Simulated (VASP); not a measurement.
# Ga8HN8 (a cell with a defect) in VASP: a series of runs, part 2 of 2

VASP 6.6.1. Earlier steps stand in the parts before.

### 4 Single point, PBE

File INCAR:

```
SYSTEM = Ga8HN8
ALGO = Normal ; EDIFF = 1E-6
ENCUT = 520 ; GGA = PE
ISIF = 2 ; ISMEAR = 0
LASPH = .True. ; LCHARG = .False.
LREAL = Auto ; LWAVE = .False.
NBANDS = 86 ; NELECT = 144.0
NELM = 60 ; PREC = Accurate
SIGMA = 0.02
```

File KPOINTS:

```
k-points
0
Gamma
  3 3 3
  0 0 0
```

File POSCAR:

```
Ga8HN8
1.0
    4.5484769843      0.0000000000      4.5484769843
    0.0000000000     -4.5484769843      4.5484769843
    4.5484769843     -4.5484769843      0.0000000000
Ga N H
8 8 1
Direct
    0.0010595854      0.4957526459      0.5021457749
    0.0010402383      0.0010492523      0.5021662213
    0.4962019172      0.4962131298      0.5114032693
    0.4957513268      0.0010604649      0.5021543492
    0.0210329744      0.4890269881      1.0008886526
   -0.0000018688     -0.0000073651      1.0000084678
    0.4890580974      0.4890455657      1.0008782095
    0.4890266583      0.0210401197      1.0008946985
    0.1227140429      0.6255157517      0.1290618820
    0.1226935965      0.1226938164      0.1290858461
    0.6388925370      0.6388885796      0.0833254738
    0.6255225672      0.1227059084      0.1290717755
    0.1276388782      0.6250073398      0.6223471087
    0.1240471265      0.1240491052      0.6278649996
    0.6250196516      0.6250176729      0.6223369954
    0.6250018434      0.1276456937      0.6223532646
    0.7052945439      0.7053468691      0.8841410023
```

Potentials or basis: VASP PAW PBE potentials, release 64 (Ga_d, N, H).

Started as:

```bash
$ cat potpaw_PBE.64/Ga_d/POTCAR potpaw_PBE.64/N/POTCAR potpaw_PBE.64/H/POTCAR > POTCAR
$ mpirun -np 1 vasp_std > vasp.out
```

OUTCAR:

```text
SYSTEM = Ga8HN8
   EDIFF = 1E-6
   ENCUT = 520
   GGA = PE
   ISIF = 2
   ISMEAR = 0
   LASPH = .True.
   LREAL = Auto
   NELECT = 144.0
   NELM = 60
   PREC = Accurate

 ion  position               nearest neighbor table
   1  0.001  0.496  0.502-  14 1.95   9 1.96  13 1.98  15 1.98
   2  0.001  0.001  0.502-  14 1.95  10 1.96  16 1.98  13 1.98
   3  0.496  0.496  0.511-  15 1.94  13 1.94  16 1.94  11 2.25
   4  0.496  0.001  0.502-  14 1.95  12 1.96  16 1.98  15 1.98
   5  0.021  0.489  0.001-  10 1.93   9 1.93  13 1.99  11 2.02
   6  1.000  1.000  0.000-  14 1.95  10 1.97  12 1.97   9 1.97
   7  0.489  0.489  0.001-  12 1.93   9 1.93  15 1.99  11 2.02
[... 1445 lines left out ...]
  Total       -6.0171156     -6.0159562     -6.0187500      1.6580371     -1.6582895      1.6581689
  in kB      -51.2236987    -51.2138287    -51.2376125     14.1148682    -14.1170165     14.1159905
  external PRESSURE =     -51.2250466 kB  Pullay stress =       0.0000000 kB

 VOLUME and BASIS-vectors are now :
 -----------------------------------------------------------------------------
  energy-cutoff  :      520.00
  volume of cell :      188.20
      direct lattice vectors                 reciprocal lattice vectors
     4.548476984  0.000000000  4.548476984     0.109926906  0.109926906  0.109926906
     0.000000000 -4.548476984  4.548476984    -0.109926906 -0.109926906  0.109926906
     4.548476984 -4.548476984  0.000000000     0.109926906 -0.109926906 -0.109926906

 POSITION                                       TOTAL-FORCE (eV/Angst)
 -----------------------------------------------------------------------------------
      2.28882     -4.53892      2.25974        -0.001021      0.004596      0.000431
      2.28882     -2.28886      0.00950        -0.000189      0.000706      0.004814
      4.58307     -4.58312      4.51398         0.008211     -0.008189     -0.007805
      4.53895     -2.28886      2.25974        -0.004561      0.001101     -0.000007
      0.09971     -2.22837      2.32000         0.021854      0.006074      0.007121
      4.54851     -4.54848      9.09691         0.001129     -0.001005     -0.001375
[... 9 lines left out ...]
      5.67357     -3.41135      3.42340        -0.001635      0.003692      0.001834
      7.22951     -7.22975      6.41627        -0.021018      0.021436      0.020474
 -----------------------------------------------------------------------------------
    total drift:                                0.001182     -0.001197     -0.000713

  FREE ENERGIE OF THE ION-ELECTRON SYSTEM (eV)
  ---------------------------------------------------
  free  energy   TOTEN  =      -105.6800278971 eV

  energy  without entropy=     -105.6800278971  energy(sigma->0) =     -105.68002790
```

It took 17 min on 1 thread of AMD EPYC 7R13 (Zen 3), shared host; peak memory 0.37 GiB.

What came out:

- Free energy: -105.6800 eV
- Largest force: 0.036 eV/Å

Forces on the atoms (eV/Å):
```
Ga  -0.001  0.005  0.000
Ga   0.000  0.001  0.005
Ga   0.008 -0.008 -0.008
Ga  -0.005  0.001  0.000
Ga   0.022  0.006  0.007
Ga   0.001 -0.001 -0.001
Ga  -0.007  0.007 -0.022
Ga  -0.006 -0.022  0.007
N   -0.001  0.002  0.001
N   -0.001  0.001  0.002
N    0.021 -0.021 -0.020
N   -0.002  0.001  0.001
N   -0.004  0.002  0.002
N   -0.001  0.001  0.000
N   -0.002  0.002  0.004
N   -0.002  0.004  0.002
H   -0.021  0.021  0.020
```

Levels at points of the mesh, in eV from the Fermi level:
```csv
k point,band 70,band 71,band 72,band 73,band 74,band 75
"(0.00, 0.00, 0.00)",-0.17,-0.10,-0.10,1.44,2.81,3.55
```

Caveat: the cell carries a net charge on a neutralising background, which shifts energy and pressure; the cell is charged against a uniform background, so pressure and absolute levels hang on convention.

### 5 Single point, PBE

File INCAR:

```
  PREC = Accurate
  ENCUT = 520
  EDIFF = 1E-7
  ISMEAR = 0
  SIGMA = 0.02
  LREAL = Auto
  LASPH = T
  NELM = 60
  ALGO = Normal
  ISIF = 2
  LWAVE = F
  LCHARG = F
  GGA = PE
  NELECT = 144.0
  NBANDS = 86
```

File KPOINTS:

```
Automatic mesh
0
Gamma
  3 3 3
```

File POSCAR:

```
Ga8HN8
1.0
    0.0000000000      4.5484769755     -4.5484769755
    4.5484769755      4.5484769755      0.0000000000
    4.5484769755      0.0000000000     -4.5484769755
Ga N H
8 8 1
Direct
    0.0210331943     -0.0006318599      0.4905712422
    0.0010403482      0.5006464828      0.4972635922
    0.4890273188     -0.0006260337      0.4905586006
    0.4962022480      0.5098828712      0.4977018708
   -0.0000019787     -0.0015108354      1.0015202945
    0.0010600252      0.5006259265      1.0025618519
    0.4890580983     -0.0006418632      1.0225382090
    0.4957511079      0.5006345008      1.0025534975
    0.1227141531      0.1275423627      0.1242278466
    0.1240467970      0.6263459209      0.1255582919
    0.6255223485      0.1275521462      0.1242196021
    0.6250198727      0.6208167075      0.1291455367
    0.1226940365      0.1275659970      0.6270459355
    0.1276393182      0.6208268208      0.6265263110
    0.6388937474      0.0818022169      0.6404142564
    0.6250019546      0.6208328667      0.6265189459
    0.7052963041      0.8826158782      0.7067405238
```

Started as:

```bash
$ cat potpaw_PBE.64/Ga_d/POTCAR potpaw_PBE.64/N/POTCAR potpaw_PBE.64/H/POTCAR > POTCAR
$ mpirun -np 1 vasp_std > vasp.out
```

Wall time 18 min (1 thread of AMD EPYC 7R13, shared host); peak memory 0.38 GiB.

The run converged. Its results:

- Free energy: -105.6801 eV
- Largest force: 0.036 eV/Å

Forces on the atoms (eV/Å):
```
Ga  -0.008  0.022 -0.008
Ga  -0.006  0.002  0.001
Ga  -0.008 -0.008  0.022
Ga   0.009  0.008  0.008
Ga   0.002  0.003  0.003
Ga   0.000 -0.001 -0.005
Ga   0.021 -0.009 -0.009
Ga   0.001 -0.005 -0.002
N   -0.001 -0.001 -0.002
N    0.000  0.000  0.000
N   -0.001 -0.002 -0.001
N   -0.003 -0.002 -0.002
N   -0.002 -0.001 -0.001
N   -0.002 -0.003 -0.002
N    0.020  0.020  0.020
N   -0.002 -0.002 -0.003
H   -0.020 -0.021 -0.021
```

Levels at points of the mesh, in eV from the Fermi level:
```csv
k point,band 69,band 70,band 71,band 72,band 73,band 74,band 75,band 76
"(0.00, 0.00, 0.00)",-0.92,-0.17,-0.10,-0.10,1.44,2.81,3.55,3.55
```

Caveat: the cell carries a net charge on a neutralising background, which shifts energy and pressure; the cell is charged against a uniform background, so pressure and absolute levels hang on convention.
